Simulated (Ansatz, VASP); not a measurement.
**CeO2: VASP beside Ansatz**

The input INCAR:

```
SYSTEM = CeO2
ALGO     = Normal         ! electronic algorithm
EDIFF    = 1E-6           ! SCF threshold, eV
ENCUT    = 520            ! plane-wave cutoff, eV
GGA      = PS             ! functional
ISIF     = 2              ! what is computed and relaxed
ISMEAR   = 0              ! smearing method
LASPH    = .True.         ! aspherical terms in the spheres
LCHARG   = .False.        ! write CHGCAR
LREAL    = .False.        ! projectors in reciprocal space
LWAVE    = .False.        ! write WAVECAR
NBANDS   = 19             ! bands
NELM     = 80             ! most SCF steps
PREC     = Accurate       ! precision mode
SIGMA    = 0.05           ! smearing width, eV
```

KPOINTS

```
k-points
0
Gamma
  12 12 12
  0 0 0
```

Contents of POSCAR:

```
CeO2
1.0
    0.0000000000      2.7345271397      2.7345271397
    2.7345271397      0.0000000000      2.7345271397
    2.7345271397      2.7345271397      0.0000000000
Ce O
1 2
Direct
    0.0000000000      0.0000000000      0.0000000000
    0.2500000000      0.2500000000      0.2500000000
    0.7500000000      0.7500000000      0.7500000000
```

Input for Ansatz:

```yaml
crystal:
  lattice:
    - [0.0, 2.7345271397, 2.7345271397]
    - [2.7345271397, 0.0, 2.7345271397]
    - [2.7345271397, 2.7345271397, 0.0]
  atoms:
    - { symbol: Ce, position: [0.0, 0.0, 0.0] }
    - { symbol: O, position: [0.25, 0.25, 0.25] }
    - { symbol: O, position: [0.75, 0.75, 0.75] }
basis:
  ecutwfc: 420
  ecutrho_ratio: 4
kpoints:
  mp_grid: { grid: [12, 12, 12] }
hamiltonian:
  xc: pbesol
scf:
  occupations: { method: gaussian, width: 0.05 }
output:
  forces: true
  stress: true
  eigenvalues: true
```

Alike in both runs: task single point; functional PBEsol; k mesh 12 × 12 × 12; occupations gaussian, width 0.05 eV; no spin polarisation.

```csv
,VASP,Ansatz
version,VASP 6.6.1,Ansatz 0.2.0
potentials or method,"VASP PAW PBE potentials, release 64 (Ce, O), cutoff 520 eV","scalar-relativistic, plane waves, PAW"
valence electrons in the cell,24,24
```

```csv
,VASP,Ansatz,Ansatz less VASP
gap on the k mesh at the Fermi level (eV),1.86,1.88,+0.022
least direct gap on the mesh (eV),1.96,1.98,+0.022
pressure (GPa),-6.9,-6.9,-0.05
```

VASP's potentials were made for PBE, not for PBEsol. The functional is the same, so the differences come from potentials, cutoffs and numerics.

Neither program's run includes spin-orbit coupling.
